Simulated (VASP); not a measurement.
Si2N:

```
CELL_PARAMETERS angstrom
4.21490 0.00000 0.00000
0.00000 4.21490 0.00000
0.00000 0.00000 2.56903
ATOMIC_POSITIONS crystal
Si 0.29530 0.29530 0.00000
Si 0.70470 0.70470 0.00000
Si 0.79530 0.20470 0.50000
Si 0.20470 0.79530 0.50000
N 0.00000 0.00000 0.00000
N 0.50000 0.50000 0.50000
```

- Program: VASP 6.6.1
- Task: relaxation of cell and atoms
- Functional: PBE
- Potentials or basis: VASP PAW PBE potentials, release 64 (Si, N)
- Cutoff: 600 eV
- k mesh: 6 × 6 × 8
- Occupations: gaussian, width 0.1 eV
- Spin: no spin polarisation

At the start: pressure 137.1 GPa; volume 7.61 Å³/atom.

Problem. How do energy, volume and symmetry change on relaxing?

Solution. Over 40 steps the energy falls by 1621.0 meV/atom and the volume is 15.58 Å³/atom (+104.8 %); space group P4_2/mnm (No. 136, to 0.1 Å) before and after.

The path:
```tsv
step	energy change (eV)	largest force (eV/Å)	pressure (GPa)	volume (Å³)
1	0.0000	1.8777	137.13	45.64
2	-6.2313	0.2483	-21.46	103.21
3	-8.7363	0.1385	-0.21	74.10
4	-8.7362	0.1193	-1.15	74.76
5	-8.7739	0.0257	-1.30	74.30
6	-8.7974	0.0780	-1.36	73.66
7	-8.8144	0.2738	-0.87	72.26
8	-8.8073	0.1257	-1.40	73.30
9	-8.8217	0.1957	-1.27	72.79
10	-8.8226	0.2348	-1.11	72.53
11	-8.8231	0.2159	-1.21	72.65
12	-8.8341	0.2268	1.53	71.07
13	-8.8344	0.2264	1.17	71.27
14	-8.8498	0.2348	1.38	71.27
15	-8.8949	0.2134	2.51	71.26
16	-8.9286	0.0963	7.13	71.23
17	-8.9320	0.0511	5.25	71.24
18	-8.9397	0.0431	5.14	71.45
19	-8.9615	0.0166	4.88	72.08
20	-9.0007	0.0297	4.86	73.33
21	-9.0810	0.1552	6.21	75.89
22	-9.1278	1.2778	11.35	81.13
23	-9.1485	0.5299	8.72	78.43
24	-9.1550	0.8642	9.93	79.77
25	-9.1684	0.9190	9.98	80.30
26	-9.1983	1.1359	10.17	81.88
27	-9.1686	1.9068	10.92	85.09
28	-9.2014	1.3494	10.41	82.87
29	-9.2424	1.2919	9.76	83.44
30	-9.3539	1.1313	7.92	85.17
31	-9.5279	0.8652	4.59	88.69
32	-9.6604	0.4736	-1.54	95.96
33	-9.6612	0.4968	-1.18	95.48
34	-9.6831	0.4208	-0.92	95.10
35	-9.7202	0.2103	-0.09	93.95
36	-9.7233	0.1419	0.24	93.52
37	-9.7233	0.1364	0.26	93.48
38	-9.7247	0.0798	0.00	93.54
39	-9.7254	0.0076	-0.42	93.64
40	-9.7259	0.0047	-0.32	93.46
```

Final structure:
```cif
data_structure
_symmetry_space_group_name_H-M 'P 1'
_symmetry_Int_Tables_number 1
_cell_length_a 6.0243
_cell_length_b 6.0243
_cell_length_c 2.5752
_cell_angle_alpha 90.000
_cell_angle_beta 90.000
_cell_angle_gamma 90.000
_cell_volume 93.46
loop_
_atom_site_label
_atom_site_type_symbol
_atom_site_fract_x
_atom_site_fract_y
_atom_site_fract_z
_atom_site_occupancy
Si1 Si 0.34289 0.34289 0.00000 1
Si2 Si 0.65711 0.65711 0.00000 1
Si3 Si 0.84289 0.15711 0.50000 1
Si4 Si 0.15711 0.84289 0.50000 1
N1 N 0.00000 0.00000 0.00000 1
N2 N 0.50000 0.50000 0.50000 1
```

Caveat: the volume moved by over 15 % at a fixed basis, so the end points are rough.
